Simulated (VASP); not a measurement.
# WC (P-6m2) in VASP: a series of runs

Runs on WC. Level: PBE. Tasks: single point.

Everything below comes from runs of VASP 6.6.1. Logs are shortened: lines on timing, memory, paths and dates and some standing lists are left out, and cuts for length are marked.

### Step 1. The cell of the first run

Symmetry: P-6m2, No. 187, hexagonal system. Conventional cell: a = 2.871 Å, b = 2.871 Å, c = 2.829 Å, α = 90.00°, β = 90.00°, γ = 120.00°. Within 2.9 Å of W (site symmetry -6m2) lie 6 C at 2.18 Å and 8 W at 2.83 to 2.87 Å. Within 2.9 Å of C (site symmetry -6m2) lie 6 W at 2.18 Å and 8 C at 2.83 to 2.87 Å.

### Step 2. Single point, PBE (equal xx and yy strain of -1 %)

INCAR

```
SYSTEM = WC
ALGO = Normal
EDIFF = 1E-6
ENCUT = 520
GGA = PE
ISIF = 2
ISMEAR = -1
LASPH = .True.
LCHARG = .True.
LELF = .True.
LREAL = .False.
LVHAR = .True.
LWAVE = .False.
NBANDS = 16
NELM = 100
PREC = Accurate
SIGMA = 0.05
```

KPOINTS

```
k-points
0
Gamma
  13 13 12
  0 0 0
```

POSCAR

```
WC
1.0
    2.8714964216      0.0000000000      0.0000000000
   -1.4357482108      2.4867888480      0.0000000000
    0.0000000000      0.0000000000      2.8290000000
W C
1 1
Direct
    0.0000000000      0.0000000000      0.0000000000
    0.6666666667      0.3333333333      0.5000000000
```

Potentials or basis: VASP PAW PBE potentials, release 64 (W_sv, C).

The run is started by

```sh
$ cat potpaw_PBE.64/W_sv/POTCAR potpaw_PBE.64/C/POTCAR > POTCAR
$ mpirun -np 1 vasp_std > vasp.out
```

OUTCAR:

```text
SYSTEM = WC
   EDIFF = 1E-6
   ENCUT = 520
   GGA = PE
   ISIF = 2
   ISMEAR = -1
   LASPH = .True.
   LREAL = .False.
   NELM = 100
   PREC = Accurate

 ion  position               nearest neighbor table
   1  0.000  0.000  0.000-   2 2.18   2 2.18   2 2.18   2 2.18   2 2.18   2 2.18
   2  0.667  0.333  0.500-   1 2.18   1 2.18   1 2.18   1 2.18   1 2.18   1 2.18

  LATTYP: Found a hexagonal cell.
 ALAT       =     2.8714964216
 C/A-ratio  =     0.9852006009

  Lattice vectors:

 A1 = (   2.8714964216,   0.0000000000,   0.0000000000)
 A2 = (  -1.4357482108,   2.4867888480,   0.0000000000)
 A3 = (   0.0000000000,   0.0000000000,   2.8290000000)

Analysis of symmetry for initial positions (statically):
=====================================================================
 Subroutine PRICEL returns:
 Original cell was already a primitive cell.

 Routine SETGRP: Setting up the symmetry group for a
 hexagonal supercell.

 Subroutine GETGRP returns: Found 12 space group operations
 (whereof 12 operations were pure point group operations)
 out of a pool of 24 trial point group operations.

The static configuration has the point symmetry D_3h.

Analysis of symmetry for dynamics (positions and initial velocities):
=====================================================================
 Subroutine PRICEL returns:
 Original cell was already a primitive cell.

 Routine SETGRP: Setting up the symmetry group for a
 hexagonal supercell.

 Subroutine GETGRP returns: Found 12 space group operations
 (whereof 12 operations were pure point group operations)
 out of a pool of 24 trial point group operations.

The dynamic configuration has the point symmetry D_3h.

 Subroutine INISYM returns: Found 12 space group operations
 (whereof 12 operations are pure point group operations),
 and found     1 'primitive' translations

----------------------------------------------------------------------------------------

                                     Primitive cell

  volume of cell :      20.2013

  direct lattice vectors                    reciprocal lattice vectors
     2.871496422  0.000000000  0.000000000     0.348250478  0.201062507  0.000000000
    -1.435748211  2.486788848  0.000000000     0.000000000  0.402125014  0.000000000
     0.000000000  0.000000000  2.829000000     0.000000000  0.000000000  0.353481796

  length of vectors
     2.871496422  2.871496422  2.829000000     0.402125014  0.402125014  0.353481796

  position of ions in fractional coordinates (direct lattice)
     0.000000000  0.000000000  0.000000000
     0.666666667  0.333333333  0.500000000

  ion indices of the primitive-cell ions
   primitive index   ion index
                 1           1
                 2           2

----------------------------------------------------------------------------------------

 KPOINTS: k-points

Automatic generation of k-mesh.
 Grid dimensions read from file:
 generate k-points for:   13   13   12

 Generating k-lattice:

  Cartesian coordinates                     Fractional coordinates (reciprocal lattice)
     0.026788498  0.015466347  0.000000000     0.076923077  0.000000000  0.000000000
     0.000000000  0.030932693  0.000000000     0.000000000  0.076923077  0.000000000
     0.000000000  0.000000000  0.029456816     0.000000000  0.000000000  0.083333333

  Length of vectors
     0.030932693  0.030932693  0.029456816

  Shift w.r.t. Gamma in fractional coordinates (k-lattice)
     0.000000000  0.000000000  0.000000000

 Subroutine IBZKPT returns following result:
 ===========================================

 Found    147 irreducible k-points:

 Following reciprocal coordinates:
            Coordinates               Weight
  0.000000  0.000000  0.000000      1.000000
  0.076923  0.000000  0.000000      6.000000
  0.153846 -0.000000  0.000000      6.000000
  0.230769 -0.000000  0.000000      6.000000
  0.307692 -0.000000  0.000000      6.000000
  0.384615 -0.000000  0.000000      6.000000
[... 16 lines left out ...]
  0.076923  0.000000  0.083333     12.000000
  0.153846 -0.000000  0.083333     12.000000
 [... further k-points ...]
   k-points           NKPTS =    147   k-points in BZ     NKDIM =    147   number of bands    NBANDS=     16
   number of dos      NEDOS =    301   number of ions     NIONS =      2
   total plane-waves  NPLWV =  13824
   dimension x,y,z NGX =    24 NGY =   24 NGZ =   24
   dimension x,y,z NGXF=    48 NGYF=   48 NGZF=   48
   ions per type =               1   1
   NGX,Y,Z   is equivalent  to a cutoff of  13.89, 13.89, 14.10 a.u.
   NGXF,Y,Z  is equivalent  to a cutoff of  27.79, 27.79, 28.21 a.u.
 SYSTEM =  WC
   PREC   = accura    normal or accurate (medium, high low for compatibility)
   ISTART =      0    job   : 0-new  1-cont  2-samecut
   ICHARG =      2    charge: 1-file 2-atom 10-const
   ISPIN  =      1    spin polarized calculation?
   LNONCOLLINEAR =      F non collinear calculations
   LSORBIT =      F    spin-orbit coupling
   LASPH  =      T    aspherical Exc in radial PAW
   ENCUT  =  520.0 eV  38.22 Ry    6.18 a.u.   5.34  5.34  5.26*2*pi/ulx,y,z
   NELM   =    100;   NELMIN=  2; NELMDL= -5     # of ELM steps
   EDIFF  = 0.1E-05   stopping-criterion for ELM
   LREAL  =      F    real-space projection
   EDIFFG = 0.1E-04   stopping-criterion for IOM
   NSW    =      0    number of steps for IOM
   IBRION =     -1    ionic relax: 0-MD 1-quasi-New 2-CG
   NFREE  =      0    steps in history (QN), initial steepest desc. (CG)
   ISIF   =      2    stress and relaxation
   ISYM   =      2    0-nonsym 1-usesym 2-fastsym
   POTIM  = 0.5000    time-step for ionic-motion
   TEBEG  =    0.0;   TEEND  =   0.0 temperature during run
   PSTRESS=    0.0 pullay stress
   NELECT =      18.0000    total number of electrons
   NUPDOWN=      -1.0000    fix difference up-down
   EMIN   =  10.00;   EMAX   =-10.00  energy-range for DOS
   EFERMI =   0.00;   METHOD = LEGACY
   ISMEAR =    -1;   SIGMA  =   0.05  broadening in eV -4-tet -1-fermi 0-gaus
   EFERMI_NEDOS =   21; number of points for ismear=-14 and -15
   IALGO  =     38    algorithm
   IMIX   =      4    mixing-type and parameters
     AMIX     =   0.40;   BMIX     =  1.00
     AMIX_MAG =   1.60;   BMIX_MAG =  1.00
  volume/ion in A,a.u.               =      10.10        68.16
  Fermi-wavevector in a.u.,A,eV,Ry     =   1.575333  2.976947 33.765212  2.481673
  Thomas-Fermi vector in A             =   2.676332
   LORBIT       =      0    0 simple, 1 ext, 2 COOP (PROOUT), +10 PAW based schemes
   GGA     = PE    functional components
   LHFCALC =     F    Hartree Fock is set to
   AEXX    =    0.0000 exact exchange contribution
   IVDW    =     0    specifies the selected vdW correction
   LEPSILON=     F    determine dielectric tensor
   LRPA    =     F    only Hartree local field effects (RPA)
 non-spin polarized calculation
  energy-cutoff  :      520.00
  volume of cell :       20.20
 maximum number of plane-waves:       559
 NGX is ok and might be reduce to    24
   NGX = 11   NGY = 11   NGZ = 11

 number of electron      18.0000000 magnetization

 Free energy of the ion-electron system (eV)
  ---------------------------------------------------
  ext. energy  EPLUGINS =         0.00000000
  ---------------------------------------------------
  free energy    TOTEN  =       -22.39825360 eV

  energy without entropy =      -22.39543599  energy(sigma->0) =      -22.39684479

 E-fermi :  11.4833     XC(G=0): -13.9525

 val. band max:       11.4764613007   @ k =   0.0769   0.0769   0.4167
 cond. band min:      11.5179701888   @ k =   0.4615  -0.0000   0.4167
 fundamental gap:      0.0415088881
 Fermi energy:        11.4833176666

 k-point     1 :       0.0000    0.0000    0.0000
  band No.  band energies     occupation
      1     -62.4791      2.00000
      2     -26.4798      2.00000
      3     -26.3343      2.00000
      4     -26.3343      2.00000
      5      -3.1868      2.00000
      6       6.9858      2.00000
[... 8 lines left out ...]
     15      26.0323      0.00000
     16      28.5229      0.00000

 k-point     2 :       0.0769    0.0000    0.0000
  band No.  band energies     occupation
      1     -62.4752      2.00000
      2     -26.4725      2.00000
      3     -26.3902      2.00000
      4     -26.3469      2.00000
      5      -3.0246      2.00000
      6       7.0475      2.00000
[... 8 lines left out ...]
     15      25.7080      0.00000
     16      28.8633      0.00000

 k-point     3 :       0.1538   -0.0000    0.0000
  band No.  band energies     occupation
      1     -62.4644      2.00000
      2     -26.5427      2.00000
      3     -26.4523      2.00000
      4     -26.3815      2.00000
      5      -2.5630      2.00000
      6       6.7978      2.00000
[... 8 lines left out ...]
     15      25.3554      0.00000
     16      29.8112      0.00000

 k-point     4 :       0.2308   -0.0000    0.0000
  band No.  band energies     occupation
      1     -62.4489      2.00000
      2     -26.7523      2.00000
      3     -26.4299      2.00000
      4     -26.4236      2.00000
      5      -1.8730      2.00000
      6       6.0426      2.00000
[... 8 lines left out ...]
     15      25.5575      0.00000
     16      29.8891      0.00000
[... 324 lines left out ...]
 k-point    22 :       0.0000    0.0000    0.0833
  band No.  band energies     occupation
      1     -62.4763      2.00000
      2     -26.5345      2.00000
      3     -26.3297      2.00000
      4     -26.3297      2.00000
      5      -3.0122      2.00000
      6       6.8960      2.00000
[... 8 lines left out ...]
     15      26.4243      0.00000
     16      28.5518      0.00000

 k-point    23 :       0.0769    0.0000    0.0833
  band No.  band energies     occupation
      1     -62.4724      2.00000
      2     -26.5271      2.00000
      3     -26.3852      2.00000
      4     -26.3422      2.00000
      5      -2.8538      2.00000
      6       6.9811      2.00000
[... 8 lines left out ...]
     15      25.8858      0.00000
     16      28.8485      0.00000

 k-point    24 :       0.1538   -0.0000    0.0833
  band No.  band energies     occupation
      1     -62.4615      2.00000
      2     -26.5394      2.00000
      3     -26.5039      2.00000
      4     -26.3766      2.00000
      5      -2.4042      2.00000
      6       6.8554      2.00000
[... 8 lines left out ...]
     15      25.2646      0.00000
     16      29.6967      0.00000

 [... further k-points ...]

------------------------ aborting loop because EDIFF is reached ----------------------------------------

  FORCE on cell =-STRESS in cart. coord.  units (eV):
  Direction    XX          YY          ZZ          XY          YZ          ZX
  --------------------------------------------------------------------------------------
  -------------------------------------------------------------------------------------
  Total        2.5343523      2.5343523      1.7722522      0.0000000      0.0000000      0.0000000
  in kB      201.0006385    201.0006385    140.5581280      0.0000000      0.0000000      0.0000000
  external PRESSURE =     180.8531350 kB  Pullay stress =       0.0000000 kB

 VOLUME and BASIS-vectors are now :
 -----------------------------------------------------------------------------
  energy-cutoff  :      520.00
  volume of cell :       20.20
      direct lattice vectors                 reciprocal lattice vectors
     2.871496422  0.000000000  0.000000000     0.348250478  0.201062507  0.000000000
    -1.435748211  2.486788848  0.000000000     0.000000000  0.402125014  0.000000000
     0.000000000  0.000000000  2.829000000     0.000000000  0.000000000  0.353481796

 POSITION                                       TOTAL-FORCE (eV/Angst)
 -----------------------------------------------------------------------------------
      0.00000      0.00000      0.00000        -0.000000     -0.000000      0.000000
      1.43575      0.82893      1.41450         0.000000      0.000000      0.000000
 -----------------------------------------------------------------------------------
    total drift:                                0.000000     -0.000000      0.000000

  FREE ENERGIE OF THE ION-ELECTRON SYSTEM (eV)
  ---------------------------------------------------
  free  energy   TOTEN  =       -22.3982535988 eV

  energy  without entropy=      -22.3954359910  energy(sigma->0) =      -22.39684479
```

It took 23 s on 1 thread of Intel Xeon Platinum 8259CL at 2.50GHz (Skylake/Cascade Lake), shared host; peak memory 0.18 GiB.

Results:

```yaml
Free_energy: -22.3983 eV
Pressure: 18.1 GPa
Band_gap_on_the_k_mesh: zero (band 9 reaches 12.15 eV, above the bottom of band 10 at 10.84 eV)
```

Stress tensor (GPa, compression positive):
```
20.10  0.00  0.00
 0.00 20.10  0.00
 0.00  0.00 14.06
```

Levels at points of the mesh, in eV from the Fermi level:
```
           k point  band 5  band 6  band 7  band 8  band 9  band 10  band 11  band 12  band 13  band 14
(0.00, 0.00, 0.00)  -14.67   -4.50   -3.39   -3.39   -0.02     3.33     3.33     5.72     5.72     6.64
(0.00, 0.00, 0.50)  -10.53   -8.86   -2.01   -2.01   -0.64    -0.64     3.59     4.63     4.63    10.10
```

Caveat: the cell differs from its parent crystal (equal xx and yy strain of -1 %); spin-orbit coupling is left out, which moves the levels of the heavy elements.

### Step 3. Single point, PBE (zz strain of -1 %)

INCAR

```
SYSTEM = WC
  PREC = Accurate
  ENCUT = 520
  EDIFF = 1E-7
  ISMEAR = -1
  SIGMA = 0.05
  LREAL = .FALSE.
  LASPH = .TRUE.
  NELM = 80
  ALGO = Normal
  ISIF = 2
  LWAVE = .FALSE.
  LCHARG = .TRUE.
  GGA = PE
  LELF = .TRUE.
  LVHAR = .TRUE.
  NBANDS = 16
```

KPOINTS

```
Automatic mesh
0
G
  13 13 12
  0 0 0
```

POSCAR

```
WC
1.0
    2.9005014360      0.0000000000      0.0000000000
   -1.4502507180      2.5119079273      0.0000000000
    0.0000000000      0.0000000000      2.8007100000
W C
1 1
Direct
    0.0000000000      0.0000000000      0.0000000000
    0.6666666667      0.3333333333      0.5000000000
```

Potentials or basis: VASP PAW PBE potentials, release 64 (W_sv, C).

The run is started by

```sh
$ cat potpaw_PBE.64/W_sv/POTCAR potpaw_PBE.64/C/POTCAR > POTCAR
$ mpirun -np 1 vasp_std > vasp.out
```

Wall time 25 s (1 thread of Intel Xeon Platinum 8259CL at 2.50GHz (Skylake/Cascade Lake), shared host); peak memory 0.17 GiB.

Results (log left out):

```yaml
Free_energy: -22.4166 eV
Pressure: 14.4 GPa
Band_gap_on_the_k_mesh: zero (band 9 reaches 12.02 eV, above the bottom of band 10 at 10.73 eV)
```

Stress tensor (GPa, compression positive):
```
11.43  0.00  0.00
 0.00 11.43  0.00
 0.00  0.00 20.33
```

Levels at points of the mesh, in eV from the Fermi level:
| k point | band 7 | band 8 | band 9 | band 10 | band 11 | band 12 |
| --- | --- | --- | --- | --- | --- | --- |
| (0.00, 0.00, 0.00) | -3.50 | -3.50 | 0.18 | 3.33 | 3.33 | 5.75 |
| (0.00, 0.00, 0.50) | -2.18 | -2.18 | -0.61 | -0.61 | 3.92 | 4.50 |

Caveat: the cell differs from its parent crystal (zz strain of -1 %); spin-orbit coupling is left out, which moves the levels of the heavy elements.

(Part 1 of 3 ends here.)
